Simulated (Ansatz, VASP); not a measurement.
## KI: VASP beside Ansatz

```
CELL_PARAMETERS angstrom
0.00000 3.38357 3.80651
3.38357 0.00000 3.80651
3.38357 3.38357 0.00000
ATOMIC_POSITIONS crystal
K 0.00000 0.00000 0.00000
I 0.50000 0.50000 0.50000
```

Change from the starting cell: strain -0.040 along x and y, +0.080 along z, atoms carried along.

Alike in both runs: task single point; functional PBEsol; k mesh 6 × 6 × 6; occupations gaussian, width 0.05 eV; no spin polarisation.

```csv
,VASP,Ansatz
version,VASP 6.6.1,Ansatz 0.2.0
potentials or method,"VASP PAW PBE potentials, release 64 (K_sv, I), cutoff 520 eV","scalar-relativistic, plane waves, PAW"
valence electrons in the cell,16,26
```

```csv
,VASP,Ansatz,Ansatz less VASP
gap on the k mesh at the Fermi level (eV),3.81,3.81,+0.005
least direct gap on the mesh (eV),3.81,3.81,+0.005
pressure (GPa),0.4,0.3,-0.04
"traceless stress, the component that is largest in VASP (GPa)",-1.60,-1.57,+0.028
```

VASP's potentials were made for PBE, not for PBEsol. VASP's potentials hold 16 valence electrons a cell and Ansatz's 26, so a difference there can come from the potentials and not from the codes.

Neither program's run includes spin-orbit coupling.
